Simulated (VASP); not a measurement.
# GaN (Cm) in VASP: a series of runs

The runs below take GaN through single point, with r2SCAN.

All numbers are computed with VASP 6.6.1; they aren't measurements. Logs are shortened: lines on timing, memory, paths and dates and some standing lists are left out, and cuts for length are marked.

## 1. The cell of the first run

Symmetry: Cm, No. 8, monoclinic system. Conventional cell: a = 5.513 Å, b = 3.183 Å, c = 5.184 Å, α = 90.00°, β = 90.00°, γ = 90.00°. Within 2.6 Å of Ga (site symmetry m) lie 4 N at 1.95 to 2.16 Å. Ga (site symmetry m) has 4 N at 1.84 to 1.99 Å within 2.4 Å. Within 2.4 Å of N (site symmetry m) lie 4 Ga at 1.84 to 2.16 Å. Within 2.6 Å of N (site symmetry m) lie 4 Ga at 1.95 Å.

## 2. Single point, r2SCAN (atom 3 (N) moved by (-0.100, +0.200) A along y and z)

File POSCAR:

```
GaN
1.0
    3.1830984299      0.0000000000      0.0000000000
   -1.5915492150      2.7566441030      0.0000000000
    0.0000000000      0.0000000000      5.1835962425
Ga N
2 2
Direct
    0.3333333333      0.6666666667      0.9991101046
    0.6666666667      0.3333333333      0.4991101046
    0.3151953372      0.6303906745      0.4144731474
    0.6666666667      0.3333333333      0.8758898954
```

File INCAR.step1:

```
  PREC = Accurate
  ENCUT = 520
  ISMEAR = 0
  SIGMA = 0.05
  LREAL = False
  LASPH = True
  NELM = 60
  NBANDS = 26
  GGA = PE
  ALGO = Normal
  EDIFF = 1E-4
  LWAVE = True
  LCHARG = False
```

File INCAR.step2:

```
  PREC = Accurate
  ENCUT = 520
  EDIFF = 1E-6
  ISMEAR = 0
  SIGMA = 0.05
  LREAL = False
  LASPH = True
  NELM = 60
  ALGO = Normal
  ISIF = 2
  LWAVE = False
  LCHARG = False
  METAGGA = R2SCAN
  LMIXTAU = True
  NBANDS = 26
  ISTART = 1
```

File KPOINTS:

```
Automatic mesh
0
Gamma
  12 12 6
```

Potentials or basis: VASP PAW PBE potentials, release 64 (Ga_d, N).

On the command line:

```sh
cat potpaw_PBE.64/Ga_d/POTCAR potpaw_PBE.64/N/POTCAR > POTCAR
cp INCAR.step1 INCAR
mpirun -np 1 vasp_std > vasp.out
cp INCAR.step2 INCAR
mpirun -np 1 vasp_std > vasp.out
```

OUTCAR:

```text
PREC = Accurate
   ENCUT = 520
   EDIFF = 1E-6
   ISMEAR = 0
   LREAL = False
   LASPH = True
   NELM = 60
   ISIF = 2
   METAGGA = R2SCAN
   ISTART = 1

 ion  position               nearest neighbor table
   1  0.333  0.667  0.999-   4 1.95   4 1.95   4 1.95   3 2.16
   2  0.667  0.333  0.499-   3 1.84   3 1.84   4 1.95   3 1.99
   3  0.315  0.630  0.414-   2 1.84   2 1.84   2 1.99   1 2.16
   4  0.667  0.333  0.876-   1 1.95   1 1.95   1 1.95   2 1.95

  LATTYP: Found a hexagonal cell.
 ALAT       =     3.1830984299
 C/A-ratio  =     1.6284750084

  Lattice vectors:

 A1 = (   3.1830984299,   0.0000000000,   0.0000000000)
 A2 = (  -1.5915492150,   2.7566441030,   0.0000000000)
 A3 = (   0.0000000000,   0.0000000000,   5.1835962425)

Analysis of symmetry for initial positions (statically):
=====================================================================
 Subroutine PRICEL returns:
 Original cell was already a primitive cell.

 Routine SETGRP: Setting up the symmetry group for a
 hexagonal supercell.

 Subroutine GETGRP returns: Found  2 space group operations
 (whereof  2 operations were pure point group operations)
 out of a pool of 24 trial point group operations.

The static configuration has the point symmetry C_1h.

Analysis of symmetry for dynamics (positions and initial velocities):
=====================================================================
 Subroutine PRICEL returns:
 Original cell was already a primitive cell.

 Routine SETGRP: Setting up the symmetry group for a
 hexagonal supercell.

 Subroutine GETGRP returns: Found  2 space group operations
 (whereof  2 operations were pure point group operations)
 out of a pool of 24 trial point group operations.

The dynamic configuration has the point symmetry C_1h.

 Subroutine INISYM returns: Found  2 space group operations
 (whereof  2 operations are pure point group operations),
 and found     1 'primitive' translations

----------------------------------------------------------------------------------------

                                     Primitive cell

  volume of cell :      45.4843

  direct lattice vectors                    reciprocal lattice vectors
     3.183098430  0.000000000  0.000000000     0.314159308  0.181379961  0.000000000
    -1.591549215  2.756644103  0.000000000     0.000000000  0.362759922  0.000000000
     0.000000000  0.000000000  5.183596243     0.000000000  0.000000000  0.192916260

  length of vectors
     3.183098430  3.183098430  5.183596243     0.362759922  0.362759922  0.192916260

  position of ions in fractional coordinates (direct lattice)
     0.333333333  0.666666667  0.999110105
     0.666666667  0.333333333  0.499110105
     0.315195337  0.630390674  0.414473147
     0.666666667  0.333333333  0.875889895

  ion indices of the primitive-cell ions
   primitive index   ion index
                 1           1
                 2           2
                 3           3
                 4           4

----------------------------------------------------------------------------------------

 KPOINTS: Automatic mesh

Automatic generation of k-mesh.
 Grid dimensions read from file:
 generate k-points for:   12   12    6

 Generating k-lattice:

  Cartesian coordinates                     Fractional coordinates (reciprocal lattice)
     0.026179942  0.015114997  0.000000000     0.083333333  0.000000000  0.000000000
     0.000000000  0.030229994  0.000000000     0.000000000  0.083333333  0.000000000
     0.000000000  0.000000000  0.032152710     0.000000000  0.000000000  0.166666667

  Length of vectors
     0.030229994  0.030229994  0.032152710

  Shift w.r.t. Gamma in fractional coordinates (k-lattice)
     0.000000000  0.000000000  0.000000000

 Subroutine IBZKPT returns following result:
 ===========================================

 Found    242 irreducible k-points:

 Following reciprocal coordinates:
            Coordinates               Weight
  0.000000  0.000000  0.000000      1.000000
  0.083333  0.000000  0.000000      4.000000
  0.000000  0.083333  0.000000      2.000000
  0.166667  0.000000  0.000000      4.000000
  0.000000  0.166667  0.000000      2.000000
  0.250000  0.000000  0.000000      4.000000
[... 16 lines left out ...]
 -0.083333  0.416667  0.000000      4.000000
 -0.416667  0.333333  0.000000      4.000000
 [... further k-points ...]
   k-points           NKPTS =    242   k-points in BZ     NKDIM =    242   number of bands    NBANDS=     26
   number of dos      NEDOS =    301   number of ions     NIONS =      4
   total plane-waves  NPLWV =  23040
   dimension x,y,z NGX =    24 NGY =   24 NGZ =   40
   dimension x,y,z NGXF=    48 NGYF=   48 NGZF=   80
   ions per type =               2   2
   NGX,Y,Z   is equivalent  to a cutoff of  12.53, 12.53, 12.83 a.u.
   NGXF,Y,Z  is equivalent  to a cutoff of  25.07, 25.07, 25.66 a.u.
 SYSTEM =  unknown system
   PREC   = accura    normal or accurate (medium, high low for compatibility)
   ISTART =      1    job   : 0-new  1-cont  2-samecut
   ICHARG =      0    charge: 1-file 2-atom 10-const
   ISPIN  =      1    spin polarized calculation?
   LNONCOLLINEAR =      F non collinear calculations
   LSORBIT =      F    spin-orbit coupling
   LASPH  =      T    aspherical Exc in radial PAW
   ENCUT  =  520.0 eV  38.22 Ry    6.18 a.u.   5.92  5.92  9.64*2*pi/ulx,y,z
   NELM   =     60;   NELMIN=  2; NELMDL=  0     # of ELM steps
   EDIFF  = 0.1E-05   stopping-criterion for ELM
   LREAL  =      F    real-space projection
   EDIFFG = 0.1E-04   stopping-criterion for IOM
   NSW    =      0    number of steps for IOM
   IBRION =     -1    ionic relax: 0-MD 1-quasi-New 2-CG
   NFREE  =      0    steps in history (QN), initial steepest desc. (CG)
   ISIF   =      2    stress and relaxation
   ISYM   =      2    0-nonsym 1-usesym 2-fastsym
   POTIM  = 0.5000    time-step for ionic-motion
   TEBEG  =    0.0;   TEEND  =   0.0 temperature during run
   PSTRESS=    0.0 pullay stress
   NELECT =      36.0000    total number of electrons
   NUPDOWN=      -1.0000    fix difference up-down
   EMIN   =  10.00;   EMAX   =-10.00  energy-range for DOS
   EFERMI =   0.00;   METHOD = LEGACY
   ISMEAR =     0;   SIGMA  =   0.05  broadening in eV -4-tet -1-fermi 0-gaus
   EFERMI_NEDOS =   21; number of points for ismear=-14 and -15
   IALGO  =     38    algorithm
   IMIX   =      4    mixing-type and parameters
     AMIX     =   0.40;   BMIX     =  1.00
     AMIX_MAG =   1.60;   BMIX_MAG =  1.00
  volume/ion in A,a.u.               =      11.37        76.74
  Fermi-wavevector in a.u.,A,eV,Ry     =   1.514334  2.861676 31.200984  2.293208
  Thomas-Fermi vector in A             =   2.624005
   LORBIT       =      0    0 simple, 1 ext, 2 COOP (PROOUT), +10 PAW based schemes
   METAGGA = R2SCAN    functional components
   LHFCALC =     F    Hartree Fock is set to
   AEXX    =    0.0000 exact exchange contribution
   IVDW    =     0    specifies the selected vdW correction
   LEPSILON=     F    determine dielectric tensor
   LRPA    =     F    only Hartree local field effects (RPA)
 non-spin polarized calculation
 Gauss-broadening in eV      SIGMA  =   0.05
  energy-cutoff  :      520.00
  volume of cell :       45.48
 maximum number of plane-waves:      1248
   NGX = 11   NGY = 11   NGZ = 19

 number of electron      35.9999992 magnetization

 Free energy of the ion-electron system (eV)
  ---------------------------------------------------
  ext. energy  EPLUGINS =         0.00000000
  ---------------------------------------------------
  free energy    TOTEN  =       -43.43266051 eV

  energy without entropy =      -43.43266051  energy(sigma->0) =      -43.43266051

 E-fermi :   5.4801     XC(G=0): -12.6616

 val. band max:        5.1991793259   @ k =   0.0000   0.0000   0.0000
 cond. band min:       7.3945984827   @ k =   0.0000   0.0000   0.0000
 fundamental gap:      2.1954191568
 Fermi energy:         5.4801153756

 k-point     1 :       0.0000    0.0000    0.0000
  band No.  band energies     occupation
      1     -11.7947      2.00000
      2     -10.8009      2.00000
      3      -8.8157      2.00000
      4      -8.8079      2.00000
      5      -8.7282      2.00000
      6      -8.6730      2.00000
[... 18 lines left out ...]
     25      17.2580      0.00000
     26      17.9611      0.00000

 k-point     2 :       0.0833    0.0000    0.0000
  band No.  band energies     occupation
      1     -11.7217      2.00000
      2     -10.7749      2.00000
      3      -8.8079      2.00000
      4      -8.7964      2.00000
      5      -8.7156      2.00000
      6      -8.6583      2.00000
[... 18 lines left out ...]
     25      17.3349      0.00000
     26      17.8323      0.00000

 k-point     3 :       0.0000    0.0833    0.0000
  band No.  band energies     occupation
      1     -11.7264      2.00000
      2     -10.7773      2.00000
      3      -8.8041      2.00000
      4      -8.8013      2.00000
      5      -8.7129      2.00000
      6      -8.6590      2.00000
[... 18 lines left out ...]
     25      17.2630      0.00000
     26      18.1452      0.00000

 k-point     4 :       0.1667    0.0000    0.0000
  band No.  band energies     occupation
      1     -11.5203      2.00000
      2     -10.7094      2.00000
      3      -8.7787      2.00000
      4      -8.7652      2.00000
      5      -8.6837      2.00000
      6      -8.6119      2.00000
[... 18 lines left out ...]
     25      17.2388      0.00000
     26      18.1266      0.00000

 k-point     5 :       0.0000    0.1667    0.0000
  band No.  band energies     occupation
      1     -11.5391      2.00000
      2     -10.7179      2.00000
      3      -8.7771      2.00000
      4      -8.7745      2.00000
      5      -8.6717      2.00000
      6      -8.6223      2.00000
[... 18 lines left out ...]
     25      17.0703      0.00000
     26      18.5725      0.00000

 k-point     6 :       0.2500    0.0000    0.0000
  band No.  band energies     occupation
      1     -11.2445      2.00000
      2     -10.6331      2.00000
      3      -8.7391      2.00000
      4      -8.7286      2.00000
      5      -8.6332      2.00000
      6      -8.5702      2.00000
[... 427 lines left out ...]
 k-point    21 :      -0.3333    0.2500    0.0000
  band No.  band energies     occupation
      1     -11.0674      2.00000
      2     -10.5911      2.00000
      3      -8.7355      2.00000
      4      -8.6959      2.00000
      5      -8.6119      2.00000
      6      -8.5577      2.00000
[... 18 lines left out ...]
     25      17.0922      0.00000
     26      19.1277      0.00000

 k-point    22 :       0.3333    0.0833    0.0000
  band No.  band energies     occupation
      1     -10.8617      2.00000
      2     -10.5557      2.00000
      3      -8.7209      2.00000
      4      -8.6974      2.00000
      5      -8.5886      2.00000
      6      -8.5204      2.00000
[... 18 lines left out ...]
     25      17.6434      0.00000
     26      19.4770      0.00000

 k-point    23 :      -0.0833    0.4167    0.0000
  band No.  band energies     occupation
      1     -10.9252      2.00000
      2     -10.5742      2.00000
      3      -8.7295      2.00000
      4      -8.7083      2.00000
      5      -8.5962      2.00000
      6      -8.5265      2.00000
[... 18 lines left out ...]
     25      17.5574      0.00000
     26      19.4268      0.00000

 k-point    24 :      -0.4167    0.3333    0.0000
  band No.  band energies     occupation
      1     -10.8486      2.00000
      2     -10.5511      2.00000
      3      -8.7239      2.00000
      4      -8.6923      2.00000
      5      -8.5841      2.00000
      6      -8.5247      2.00000
[... 18 lines left out ...]
     25      17.6807      0.00000
     26      19.3418      0.00000

 [... further k-points ...]

------------------------ aborting loop because EDIFF is reached ----------------------------------------

  FORCE on cell =-STRESS in cart. coord.  units (eV):
  Direction    XX          YY          ZZ          XY          YZ          ZX
  --------------------------------------------------------------------------------------
  -------------------------------------------------------------------------------------
  Total        3.3398783      0.4430622     -0.4402170     -0.0000000     -0.4170231      0.0000000
  in kB      117.6465766     15.6067824    -15.5065587     -0.0000000    -14.6895588      0.0000000
  external PRESSURE =      39.2489334 kB  Pullay stress =       0.0000000 kB

 VOLUME and BASIS-vectors are now :
 -----------------------------------------------------------------------------
  energy-cutoff  :      520.00
  volume of cell :       45.48
      direct lattice vectors                 reciprocal lattice vectors
     3.183098430  0.000000000  0.000000000     0.314159308  0.181379961  0.000000000
    -1.591549215  2.756644103  0.000000000     0.000000000  0.362759922  0.000000000
     0.000000000  0.000000000  5.183596243     0.000000000  0.000000000  0.192916260

 POSITION                                       TOTAL-FORCE (eV/Angst)
 -----------------------------------------------------------------------------------
     -0.00000      1.83776      5.17898         0.000000     -0.140592      0.548458
      1.59155      0.91888      2.58719         0.000000     -1.474764      0.939021
     -0.00000      1.73776      2.14846        -0.000000      1.684679     -2.774662
      1.59155      0.91888      4.54026         0.000000     -0.069323      1.287183
 -----------------------------------------------------------------------------------
    total drift:                               -0.000001      0.004928      0.013068

  FREE ENERGIE OF THE ION-ELECTRON SYSTEM (eV)
  ---------------------------------------------------
  free  energy   TOTEN  =       -43.4326605149 eV

  energy  without entropy=      -43.4326605149  energy(sigma->0) =      -43.43266051
```

It took 17 min on 1 thread of Oxide Virtual Turin-like, shared host; peak memory 0.32 GiB.

What came out:

```yaml
Free_energy: -43.4327 eV
Pressure: 3.9 GPa
Largest_force: 3.246 eV/Å
Band_gap_on_the_k_mesh: 2.20 eV
```

Forces on the atoms (eV/Å):
```
Ga   0.000 -0.141  0.548
Ga   0.000 -1.475  0.939
N    0.000  1.685 -2.775
N    0.000 -0.069  1.287
```

Levels at points of the mesh, in eV from the valence-band top:
| k point | band 16 | band 17 | band 18 | band 19 | band 20 | band 21 |
| --- | --- | --- | --- | --- | --- | --- |
| (0.00, 0.00, 0.00) | -0.22 | -0.11 | 0.00 | 2.20 | 4.63 | 9.38 |
| (0.50, 0.00, 0.00) | -2.99 | -2.13 | -1.31 | 5.39 | 5.91 | 6.42 |
| (0.00, 0.50, 0.00) | -3.12 | -1.77 | -1.38 | 5.34 | 5.78 | 5.89 |
| (0.00, 0.00, 0.50) | -0.67 | -0.55 | -0.43 | 4.61 | 4.71 | 7.77 |
| (0.50, 0.00, 0.50) | -1.99 | -1.92 | -1.58 | 4.57 | 4.80 | 7.51 |
| (0.00, 0.50, 0.50) | -2.07 | -2.00 | -1.71 | 4.71 | 5.07 | 7.22 |

Caveat: the cell differs from its parent crystal (atom 3 (N) moved by (-0.100, +0.200) A along y and z); the stress differs along the axes, from -2 to 12 GPa; the PAW data sets were made with another functional, which shifts forces and pressure a little.

## 3. Single point, r2SCAN (atom 3 (N) moved by (+0.100, -0.200) A along y and z)

POSCAR, as its differences from that of step 2:

```diff
@@ -10,3 +10,3 @@
     0.6666666667      0.3333333333      0.4991101046
-    0.3151953372      0.6303906745      0.4144731474
+    0.3514713294      0.7029426589      0.3373066434
     0.6666666667      0.3333333333      0.8758898954
```

File INCAR.step1:

```
SYSTEM = GaN
ALGO = Normal
EDIFF = 1E-4
ENCUT = 520
GGA = PE
ISMEAR = 0
LASPH = .True.
LCHARG = .False.
LREAL = .False.
LWAVE = .True.
NBANDS = 26
NELM = 60
PREC = Accurate
SIGMA = 0.05
```

File INCAR.step2:

```
SYSTEM = GaN
ALGO = Normal
EDIFF = 1E-6
ENCUT = 520
ISIF = 2
ISMEAR = 0
ISTART = 1
LASPH = .True.
LCHARG = .True.
LELF = .True.
LMIXTAU = .True.
LREAL = .False.
LVHAR = .True.
LWAVE = .False.
METAGGA = R2SCAN
NBANDS = 26
NELM = 60
PREC = Accurate
SIGMA = 0.05
```

File KPOINTS:

```
k-points
0
Gamma
  12 12 6
  0 0 0
```

Potentials or basis: VASP PAW PBE potentials, release 64 (Ga_d, N).

On the command line:

```sh
cat potpaw_PBE.64/Ga_d/POTCAR potpaw_PBE.64/N/POTCAR > POTCAR
cp INCAR.step1 INCAR
mpirun -np 1 vasp_std > vasp.out
cp INCAR.step2 INCAR
mpirun -np 1 vasp_std > vasp.out
```

It took 18 min on 1 thread of Oxide Virtual Turin-like, shared host; peak memory 0.32 GiB.

The run converged. Its results:

* Free energy: -43.2994 eV
* Pressure: 4.6 GPa
* Largest force: 5.290 eV/Å
* Band gap on the k mesh: 2.09 eV

Forces on the atoms (eV/Å):
```
Ga   0.000 -0.076 -2.904
Ga   0.000  0.866 -1.011
N    0.000 -0.873  5.218
N    0.000  0.084 -1.303
```

Stress tensor (GPa, compression positive):
```
-3.18  0.00  0.00
 0.00  0.96  2.70
 0.00  2.70 16.15
```

Levels at points of the mesh, in eV from the valence-band top:
| k point | band 16 | band 17 | band 18 | band 19 | band 20 | band 21 |
| --- | --- | --- | --- | --- | --- | --- |
| (0.00, 0.00, 0.00) | -0.46 | -0.04 | 0.00 | 2.09 | 4.90 | 9.24 |
| (0.50, 0.00, 0.00) | -2.97 | -2.57 | -0.89 | 5.43 | 5.60 | 5.92 |
| (0.00, 0.50, 0.00) | -2.93 | -2.89 | -0.83 | 5.47 | 5.96 | 6.25 |
| (0.00, 0.00, 0.50) | -0.82 | -0.60 | -0.33 | 4.54 | 4.65 | 8.08 |
| (0.50, 0.00, 0.50) | -2.31 | -2.14 | -1.69 | 4.47 | 4.63 | 7.69 |
| (0.00, 0.50, 0.50) | -2.30 | -2.06 | -1.64 | 4.26 | 4.58 | 7.81 |

Caveat: the cell differs from its parent crystal (atom 3 (N) moved by (+0.100, -0.200) A along y and z); the stress differs along the axes, from -3 to 16 GPa; the PAW data sets were made with another functional, which shifts forces and pressure a little.
